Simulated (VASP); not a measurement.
# CuO (F-43m) in VASP: further runs

The runs below take CuO through single point, with PBEsol+U.

Program: VASP 6.6.1. These are calculated values, not measurements. Logs are shortened: lines on timing, memory, paths and dates and some standing lists are left out, and cuts for length are marked.

### 1 The cell of the first run

It takes space group F-43m (No. 216, cubic). The conventional cell has a = 4.655 Å, b = 4.655 Å, c = 4.655 Å, α = 90.00°, β = 90.00°, γ = 90.00°. Within 2.7 Å of Cu (site symmetry -43m) lie 4 O at 2.02 Å. O (site symmetry -43m) has 4 Cu at 2.02 Å within 2.7 Å.

### 2 Single point, PBEsol+U, collinear spin, ferromagnetic start

Input file INCAR:

```
SYSTEM = CuO
ALGO     = Normal         ! electronic algorithm
EDIFF    = 1E-6           ! SCF threshold, eV
ENCUT    = 820            ! plane-wave cutoff, eV
GGA      = PS             ! functional
GGA_COMPAT= .False.      
ISIF     = 2              ! what is computed and relaxed
ISMEAR   = 0              ! smearing method
ISPIN    = 2              ! spin polarisation
LASPH    = .True.         ! aspherical terms in the spheres
LCHARG   = .False.        ! write CHGCAR
LDAU     = .True.         ! DFT+U
LDAUJ    = 0 0          
LDAUL    = 2 -1           ! shell
LDAUPRINT= 1            
LDAUTYPE = 2            
LDAUU    = 4 0            ! U, eV
LMAXMIX  = 4              ! l up to which the mixer works
LORBIT   = 11             ! projections on sites
LREAL    = .False.        ! projectors in reciprocal space
LWAVE    = .False.        ! write WAVECAR
MAGMOM   = 0.42 0.38      ! initial moments
NBANDS   = 24             ! bands
NELM     = 200            ! most SCF steps
PREC     = Accurate       ! precision mode
SIGMA    = 0.05           ! smearing width, eV
```

Input file KPOINTS:

```
k-points
0
Gamma
  7 7 7
  0 0 0
```

Input file POSCAR:

```
CuO
1.0
    0.0000000000      2.3272527300      2.3272527300
    2.3272527300      0.0000000000      2.3272527300
    2.3272527300      2.3272527300      0.0000000000
Cu O
1 1
Direct
    0.0000000000      0.0000000000      0.0000000000
    0.2500000000      0.2500000000      0.2500000000
```

Potentials or basis: VASP PAW PBE potentials, release 64 (Cu_sv_GW, O).

Launch:

```sh
cat potpaw_PBE.64/Cu_sv_GW/POTCAR potpaw_PBE.64/O/POTCAR > POTCAR
mpirun -np 1 vasp_std > vasp.out
```

OUTCAR:

```text
SYSTEM = CuO
   EDIFF = 1E-6
   ENCUT = 820
   GGA = PS
   ISIF = 2
   ISMEAR = 0
   ISPIN = 2
   LASPH = .True.
   LORBIT = 11
   LREAL = .False.
   NELM = 200
   PREC = Accurate

 ion  position               nearest neighbor table
   1  0.000  0.000  0.000-   2 2.02   2 2.02   2 2.02   2 2.02
   2  0.250  0.250  0.250-   1 2.02   1 2.02   1 2.02   1 2.02

  LATTYP: Found a face centered cubic cell.
 ALAT       =     4.6545054600

  Lattice vectors:

 A1 = (   0.0000000000,   2.3272527300,   2.3272527300)
 A2 = (   2.3272527300,   0.0000000000,   2.3272527300)
 A3 = (   2.3272527300,   2.3272527300,   0.0000000000)

Analysis of symmetry for initial positions (statically):
=====================================================================
 Subroutine PRICEL returns:
 Original cell was already a primitive cell.

 Routine SETGRP: Setting up the symmetry group for a
 face centered cubic supercell.

 Subroutine GETGRP returns: Found 24 space group operations
 (whereof 24 operations were pure point group operations)
 out of a pool of 48 trial point group operations.

The static configuration has the point symmetry T_d .

Analysis of symmetry for dynamics (positions and initial velocities):
=====================================================================
 Subroutine PRICEL returns:
 Original cell was already a primitive cell.

 Routine SETGRP: Setting up the symmetry group for a
 face centered cubic supercell.

 Subroutine GETGRP returns: Found 24 space group operations
 (whereof 24 operations were pure point group operations)
 out of a pool of 48 trial point group operations.

The dynamic configuration has the point symmetry T_d .

Analysis of structural, dynamic, and magnetic symmetry:
=====================================================================
 Subroutine PRICEL returns:
 Original cell was already a primitive cell.

 Routine SETGRP: Setting up the symmetry group for a
 face centered cubic supercell.

 Subroutine GETGRP returns: Found 24 space group operations
 (whereof 24 operations were pure point group operations)
 out of a pool of 48 trial point group operations.

The overall configuration has the point symmetry T_d .

 Subroutine INISYM returns: Found 24 space group operations
 (whereof 24 operations are pure point group operations),
 and found     1 'primitive' translations

----------------------------------------------------------------------------------------

                                     Primitive cell

  volume of cell :      25.2093

  direct lattice vectors                    reciprocal lattice vectors
     0.000000000  2.327252730  2.327252730    -0.214845596  0.214845596  0.214845596
     2.327252730  0.000000000  2.327252730     0.214845596 -0.214845596  0.214845596
     2.327252730  2.327252730  0.000000000     0.214845596  0.214845596 -0.214845596

  length of vectors
     3.291232374  3.291232374  3.291232374     0.372123488  0.372123488  0.372123488

  position of ions in fractional coordinates (direct lattice)
     0.000000000  0.000000000  0.000000000
     0.250000000  0.250000000  0.250000000

  ion indices of the primitive-cell ions
   primitive index   ion index
                 1           1
                 2           2

----------------------------------------------------------------------------------------

 KPOINTS: k-points

Automatic generation of k-mesh.
 Grid dimensions read from file:
 generate k-points for:    7    7    7

 Generating k-lattice:

  Cartesian coordinates                     Fractional coordinates (reciprocal lattice)
    -0.030692228  0.030692228  0.030692228     0.142857143  0.000000000  0.000000000
     0.030692228 -0.030692228  0.030692228     0.000000000  0.142857143  0.000000000
     0.030692228  0.030692228 -0.030692228     0.000000000  0.000000000  0.142857143

  Length of vectors
     0.053160498  0.053160498  0.053160498

  Shift w.r.t. Gamma in fractional coordinates (k-lattice)
     0.000000000  0.000000000  0.000000000

 Subroutine IBZKPT returns following result:
 ===========================================

 Found     20 irreducible k-points:

[... 29 lines left out ...]
   NGXF,Y,Z  is equivalent  to a cutoff of  32.33, 32.33, 32.33 a.u.
 SYSTEM =  CuO
   PREC   = accura    normal or accurate (medium, high low for compatibility)
   ISTART =      0    job   : 0-new  1-cont  2-samecut
   ICHARG =      2    charge: 1-file 2-atom 10-const
   ISPIN  =      2    spin polarized calculation?
   LNONCOLLINEAR =      F non collinear calculations
   LSORBIT =      F    spin-orbit coupling
   LASPH  =      T    aspherical Exc in radial PAW
   ENCUT  =  820.0 eV  60.27 Ry    7.76 a.u.   7.68  7.68  7.68*2*pi/ulx,y,z
   NELM   =    200;   NELMIN=  2; NELMDL= -5     # of ELM steps
   EDIFF  = 0.1E-05   stopping-criterion for ELM
   LREAL  =      F    real-space projection
   EDIFFG = 0.1E-04   stopping-criterion for IOM
   NSW    =      0    number of steps for IOM
   IBRION =     -1    ionic relax: 0-MD 1-quasi-New 2-CG
   NFREE  =      0    steps in history (QN), initial steepest desc. (CG)
   ISIF   =      2    stress and relaxation
   ISYM   =      2    0-nonsym 1-usesym 2-fastsym
   POTIM  = 0.5000    time-step for ionic-motion
   TEBEG  =    0.0;   TEEND  =   0.0 temperature during run
   PSTRESS=    0.0 pullay stress
   NELECT =      25.0000    total number of electrons
   NUPDOWN=      -1.0000    fix difference up-down
   EMIN   =  10.00;   EMAX   =-10.00  energy-range for DOS
   EFERMI =   0.00;   METHOD = LEGACY
   ISMEAR =     0;   SIGMA  =   0.05  broadening in eV -4-tet -1-fermi 0-gaus
   EFERMI_NEDOS =   21; number of points for ismear=-14 and -15
   IALGO  =     38    algorithm
   IMIX   =      4    mixing-type and parameters
     AMIX     =   0.40;   BMIX     =  1.00
     AMIX_MAG =   1.60;   BMIX_MAG =  1.00
  volume/ion in A,a.u.               =      12.60        85.06
  Fermi-wavevector in a.u.,A,eV,Ry     =   1.632555  3.085083 36.262757  2.665237
  Thomas-Fermi vector in A             =   2.724507
   LORBIT       =     11    0 simple, 1 ext, 2 COOP (PROOUT), +10 PAW based schemes
 LDA+U is selected, type is set to LDAUTYPE =  2
   angular momentum for each species LDAUL =     2   -1
   U (eV)           for each species LDAUU =   4.0  0.0
   J (eV)           for each species LDAUJ =   0.0  0.0
   GGA     = PS    functional components
   LHFCALC =     F    Hartree Fock is set to
   AEXX    =    0.0000 exact exchange contribution
   IVDW    =     0    specifies the selected vdW correction
   LEPSILON=     F    determine dielectric tensor
   LRPA    =     F    only Hartree local field effects (RPA)
 spin polarized calculation
 Gauss-broadening in eV      SIGMA  =   0.05
  energy-cutoff  :      820.00
  volume of cell :       25.21
 maximum number of plane-waves:      1363
   NGX = 15   NGY = 15   NGZ = 15

atom =   1  type =  1  l = 2

 onsite density matrix

spin component  1

  0.9536  0.0000 -0.0000  0.0000  0.0000
  0.0000  0.9536 -0.0000 -0.0000 -0.0000
 -0.0000 -0.0000  0.9494 -0.0000  0.0000
  0.0000 -0.0000 -0.0000  0.9536  0.0000
  0.0000 -0.0000  0.0000  0.0000  0.9494

spin component  2

  0.7817 -0.0000  0.0000 -0.0000 -0.0000
 -0.0000  0.7817  0.0000  0.0000  0.0000
  0.0000  0.0000  0.9231 -0.0000 -0.0000
 -0.0000  0.0000 -0.0000  0.7817  0.0000
 -0.0000  0.0000 -0.0000  0.0000  0.9231

 occupancies and eigenvectors

  o =  0.7817  v =  0.0000  0.0000  0.0000  0.0000  0.0000  0.0000 -0.4285  0.0000 -0.9035 -0.0000      0.0000  0.0000  0.0000  0.0000  0.0000  0.0000  0.0000  0.0000  0.0000  0.0000
  o =  0.7817  v =  0.0000  0.0000  0.0000  0.0000  0.0000  1.0000  0.0000  0.0000  0.0000  0.0000      0.0000  0.0000  0.0000  0.0000  0.0000  0.0000  0.0000  0.0000  0.0000  0.0000
  o =  0.7817  v =  0.0000  0.0000  0.0000  0.0000  0.0000  0.0000  0.9035 -0.0000 -0.4285  0.0000      0.0000  0.0000  0.0000  0.0000  0.0000  0.0000  0.0000  0.0000  0.0000  0.0000
  o =  0.9231  v =  0.0000  0.0000  0.0000  0.0000  0.0000  0.0000 -0.0000 -0.4506 -0.0000  0.8927      0.0000  0.0000  0.0000  0.0000  0.0000  0.0000  0.0000  0.0000  0.0000  0.0000
  o =  0.9231  v =  0.0000  0.0000  0.0000  0.0000  0.0000  0.0000 -0.0000 -0.8927 -0.0000 -0.4506      0.0000  0.0000  0.0000  0.0000  0.0000  0.0000  0.0000  0.0000  0.0000  0.0000
  o =  0.9494  v =  0.0000  0.0000 -0.9931  0.0000  0.1174  0.0000  0.0000  0.0000  0.0000  0.0000      0.0000  0.0000  0.0000  0.0000  0.0000  0.0000  0.0000  0.0000  0.0000  0.0000
  o =  0.9494  v =  0.0000  0.0000  0.1174  0.0000  0.9931  0.0000  0.0000  0.0000  0.0000  0.0000      0.0000  0.0000  0.0000  0.0000  0.0000  0.0000  0.0000  0.0000  0.0000  0.0000
  o =  0.9536  v =  0.0000 -0.3149 -0.0000 -0.9491  0.0000  0.0000  0.0000  0.0000  0.0000  0.0000      0.0000  0.0000  0.0000  0.0000  0.0000  0.0000  0.0000  0.0000  0.0000  0.0000
  o =  0.9536  v =  1.0000  0.0000  0.0000  0.0000  0.0000  0.0000  0.0000  0.0000  0.0000  0.0000      0.0000  0.0000  0.0000  0.0000  0.0000  0.0000  0.0000  0.0000  0.0000  0.0000
  o =  0.9536  v =  0.0000 -0.9491 -0.0000  0.3149  0.0000  0.0000  0.0000  0.0000  0.0000  0.0000      0.0000  0.0000  0.0000  0.0000  0.0000  0.0000  0.0000  0.0000  0.0000  0.0000

 number of electron      25.0000008 magnetization       0.9793741

 Free energy of the ion-electron system (eV)
  ---------------------------------------------------
  ext. energy  EPLUGINS =         0.00000000
  ---------------------------------------------------
  free energy    TOTEN  =        -8.46902588 eV

  energy without entropy =       -8.46581100  energy(sigma->0) =       -8.46741844

 E-fermi :   2.6492     XC(G=0): -11.1002

 val. band max:        2.5964123637   @ k =  -0.1429   0.1429   0.0000
 cond. band min:       2.6572299154   @ k =  -0.4286   0.2857   0.1429
 fundamental gap:      0.0608175517
 Fermi energy:         2.6492422363

 spin component 1

 k-point     1 :       0.0000    0.0000    0.0000
  band No.  band energies     occupation
      1    -108.2621      1.00000
      2     -65.8049      1.00000
      3     -65.8049      1.00000
      4     -65.8049      1.00000
      5     -15.6229      1.00000
      6      -2.3754      1.00000
[... 529 lines left out ...]
     23      31.3352      0.00000
     24      33.1590      0.00000
 Fermi energy:         2.6492422363

 spin component 2

 k-point     1 :       0.0000    0.0000    0.0000
  band No.  band energies     occupation
      1    -107.5441      1.00000
      2     -65.1076      1.00000
      3     -65.1076      1.00000
      4     -65.1076      1.00000
      5     -14.9941      1.00000
      6      -1.4018      1.00000
[... 529 lines left out ...]
     23      31.4109      0.00000
     24      33.2880      0.00000

------------------------ aborting loop because EDIFF is reached ----------------------------------------

  FORCE on cell =-STRESS in cart. coord.  units (eV):
  Direction    XX          YY          ZZ          XY          YZ          ZX
  --------------------------------------------------------------------------------------
  -------------------------------------------------------------------------------------
  Total       -2.3062092     -2.3062092     -2.3062092      0.0000000      0.0000000      0.0000000
  in kB     -146.5712009   -146.5712009   -146.5712009      0.0000000      0.0000000      0.0000000
  external PRESSURE =    -146.5712009 kB  Pullay stress =       0.0000000 kB

 VOLUME and BASIS-vectors are now :
 -----------------------------------------------------------------------------
  energy-cutoff  :      820.00
  volume of cell :       25.21
      direct lattice vectors                 reciprocal lattice vectors
     0.000000000  2.327252730  2.327252730    -0.214845596  0.214845596  0.214845596
     2.327252730  0.000000000  2.327252730     0.214845596 -0.214845596  0.214845596
     2.327252730  2.327252730  0.000000000     0.214845596  0.214845596 -0.214845596

 POSITION                                       TOTAL-FORCE (eV/Angst)
 -----------------------------------------------------------------------------------
      0.00000      0.00000      0.00000        -0.000000      0.000000      0.000000
      1.16363      1.16363      1.16363         0.000000     -0.000000     -0.000000
 -----------------------------------------------------------------------------------
    total drift:                                0.000000      0.000000      0.000000

  FREE ENERGIE OF THE ION-ELECTRON SYSTEM (eV)
  ---------------------------------------------------
  free  energy   TOTEN  =        -8.4690258792 eV

  energy  without entropy=       -8.4658110028  energy(sigma->0) =       -8.46741844

 total charge

# of ion       s       p       d       f       tot
--------------------------------------------------
    1        2.205   6.315   8.925   0.008  17.452
    2        1.553   3.322   0.000   0.000   4.875
--------------------------------------------------
tot          3.758   9.637   8.925   0.008  22.327

 magnetization (x)

# of ion       s       p       d       f       tot
--------------------------------------------------
    1       -0.005   0.014   0.568   0.001   0.578
    2        0.007   0.373   0.000   0.000   0.381
--------------------------------------------------
tot          0.002   0.387   0.568   0.001   0.958
```

It took 30 s on 1 thread of Intel Xeon Platinum 8488C (Sapphire Rapids), shared host; peak memory 0.23 GiB.

What came out:

* Free energy: -8.4690 eV
* Pressure: -14.7 GPa
* Band gap on the k mesh: zero (filled and empty bands overlap)
* Net moment: 0.98 μB per cell
* Site moments: Cu +0.58; O +0.38 μB
* Valence electrons inside the program's atomic spheres: Cu 17.45; O 4.88

Levels at points of the mesh, in eV from the Fermi level:
Spin up:
| k point | band 9 | band 10 | band 11 | band 12 | band 13 | band 14 | band 15 | band 16 | band 17 | band 18 |
| --- | --- | --- | --- | --- | --- | --- | --- | --- | --- | --- |
| (0.00, 0.00, 0.00) | -2.82 | -2.82 | 0.06 | 0.06 | 0.06 | 1.01 | 14.02 | 14.02 | 14.02 | 20.26 |
Spin down:
| k point | band 9 | band 10 | band 11 | band 12 | band 13 | band 14 |
| --- | --- | --- | --- | --- | --- | --- |
| (0.00, 0.00, 0.00) | -2.30 | -2.30 | 1.15 | 1.19 | 1.19 | 1.19 |

Eigenvalues of the final occupation matrices:
```tsv
site	spin	trace	eigenvalues
site 1 d	1	4.76	0.95 0.95 0.95 0.95 0.95
site 1 d	2	4.19	0.78 0.78 0.78 0.92 0.92
```

Caveat: the cell stands under tension; the PAW data sets were made with another functional, which shifts forces and pressure a little; a cell with one magnetic atom can't hold antiferromagnetic order, which such compounds often take. The state reached can hang on the start; a lower one may exist.

### 3 Single point, PBEsol+U, collinear spin, ferromagnetic start

Input file INCAR:

```
PREC     = Accurate       # precision mode
ENCUT    = 820            # plane-wave cutoff, eV
EDIFF    = 1E-6           # SCF threshold, eV
ISMEAR   = 0              # smearing method
SIGMA    = 0.05           # smearing width, eV
LREAL    = False          # projectors in reciprocal space
LASPH    = True           # aspherical terms in the spheres
NELM     = 200            # most SCF steps
ALGO     = Normal         # electronic algorithm
ISIF     = 2              # what is computed and relaxed
LWAVE    = False          # write WAVECAR
LCHARG   = False          # write CHGCAR
ISPIN    = 2              # spin polarisation
MAGMOM   = 0.42 0.38      # initial moments
LORBIT   = 11             # projections on sites
NUPDOWN  = 0.75           # fixed moment
LMAXMIX  = 4              # l up to which the mixer works
LDAU     = True           # DFT+U
LDAUTYPE = 2            
LDAUL    = 2 -1           # shell
LDAUU    = 4 0            # U, eV
LDAUJ    = 0 0          
LDAUPRINT= 1            
GGA      = PS             # functional
NBANDS   = 24             # bands
GGA_COMPAT= False
```

Input file KPOINTS:

```
regular mesh
0
Gamma
  7 7 7
```

POSCAR is that of step 2.

Potentials or basis: VASP PAW PBE potentials, release 64 (Cu_sv_GW, O).

Launch:

```sh
cat potpaw_PBE.64/Cu_sv_GW/POTCAR potpaw_PBE.64/O/POTCAR > POTCAR
mpirun -np 1 vasp_std > vasp.out
```

Run time: 46 s. Hardware: 1 thread of Intel Xeon Platinum 8259CL at 2.50GHz (Skylake/Cascade Lake), shared host; peak memory 0.23 GiB.

Results (log left out):

```
Free energy                                           : -8.4633 eV
Pressure                                              : -15.4 GPa
Net moment                                            : 0.75 μB per cell
Site moments                                          : Cu +0.45; O +0.28 μB
Valence electrons inside the program's atomic spheres : Cu 17.46; O 4.87
```

Eigenvalues of the final occupation matrices:
```
    site  spin  trace               eigenvalues
site 1 d     1   4.70  0.94 0.94 0.94 0.95 0.95
site 1 d     2   4.26  0.80 0.80 0.80 0.93 0.93
```

Caveat: the cell stands under tension; the PAW data sets were made with another functional, which shifts forces and pressure a little; the total moment is fixed, so each spin has its own Fermi level and the state may be an excited one; a cell with one magnetic atom can't hold antiferromagnetic order, which such compounds often take. The state reached can hang on the start; a lower one may exist.

The gap in the log of VASP goes by the Fermi energy; the results here count the filled bands.